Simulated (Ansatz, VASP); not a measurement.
CdS: VASP beside Ansatz

INCAR

```
ALGO     = Normal         # electronic algorithm
EDIFF    = 1E-6           # SCF threshold, eV
ENCUT    = 520            # plane-wave cutoff, eV
GGA      = PE             # functional
ISIF     = 2              # what is computed and relaxed
ISMEAR   = 0              # smearing method
LASPH    = True           # aspherical terms in the spheres
LCHARG   = True           # write CHGCAR
LELF     = True           # ELF
LREAL    = False          # projectors in reciprocal space
LVHAR    = True         
LWAVE    = False          # write WAVECAR
NBANDS   = 16             # bands
NELM     = 100            # most SCF steps
PREC     = Accurate       # precision mode
SIGMA    = 0.01           # smearing width, eV
```

The input KPOINTS:

```
k-points
0
Gamma
  6 6 6
```

File POSCAR:

```
CdS
1.0
    0.0000000000      2.7195463836      2.7195463836
    2.7195463836      0.0000000000      2.7195463836
    2.7195463836      2.7195463836      0.0000000000
Cd S
1 1
Direct
    0.0000000000      0.0000000000      0.0000000000
    0.5000000000      0.5000000000      0.5000000000
```

Input for Ansatz:

```yaml
crystal:
  lattice:
    - [0.0, 2.7195463836, 2.7195463836]
    - [2.7195463836, 0.0, 2.7195463836]
    - [2.7195463836, 2.7195463836, 0.0]
  atoms:
    - { symbol: Cd, position: [0.0, 0.0, 0.0] }
    - { symbol: S, position: [0.5, 0.5, 0.5] }
kpoints:
  mp_grid: { grid: [6, 6, 6] }
hamiltonian:
  xc: pbe
scf:
  occupations: { method: fixed }
  n_extra_bands: 4
output:
  forces: true
  stress: true
  eigenvalues: true
```

Alike in both runs: task single point; functional PBE; k mesh 6 × 6 × 6; no spin polarisation.

```csv
,VASP,Ansatz
version,VASP 6.6.1,Ansatz 0.2.0
potentials or method,"VASP PAW PBE potentials, release 64 (Cd, S)","plane waves, PAW"
plane-wave cutoff (eV),520,420
occupations,"gaussian, width 0.01 eV",fixed
valence electrons in the cell,18,26
```

```csv
,VASP,Ansatz,Ansatz less VASP
gap on the k mesh at the Fermi level (eV),0.25,0.25,+0.008
pressure (GPa),2.8,2.4,-0.44
```

VASP's potentials hold 18 valence electrons a cell and Ansatz's 26, so a difference there can come from the potentials and not from the codes.
